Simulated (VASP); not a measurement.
TiCo3:

```xyz
4
Lattice="3.5280 0.0000 0.0000 0.0000 3.5280 0.0000 0.0000 0.0000 3.5280" Properties=species:S:1:pos:R:3 pbc="T T T"
Ti    0.0000    0.0000    0.0000
Co    0.0000    1.7640    1.7640
Co    1.7640    0.0000    1.7640
Co    1.7640    1.7640    0.0000
```

Base run:

```yaml
Program: VASP 6.6.1
Functional: PBEsol
Potentials_or_basis: VASP PAW PBE potentials, release 64 (Ti_sv, Co)
Cutoff: 520 eV
k_mesh: 12 × 12 × 12
Occupations: gaussian, width 0.15 eV
Spin: collinear spin, ferromagnetic start
Starting_moments: "[0.2, 0.44, 0.44, 0.44] μB"
Fixed_moment: 1.52 μB
```

Its results: pressure 0.9 GPa; site moments Ti -0.19; Co +0.58 μB.

Task: The run is repeated on the same cell with these changes: fixed moment from 1.52 μB to 6.08 μB; moments at the start from [0.2, 0.44, 0.44, 0.44] to [0.8, 1.76, 1.76, 1.76]. What comes out?

Result: Pressure 23.2 GPa; site moments Ti +0.40; Co +1.82 μB.

Caveats: the PAW data sets were made with another functional, which shifts forces and pressure a little; the total moment is fixed, so each spin has its own Fermi level and the state may be an excited one; the cell stands under pressure (at least some runs).
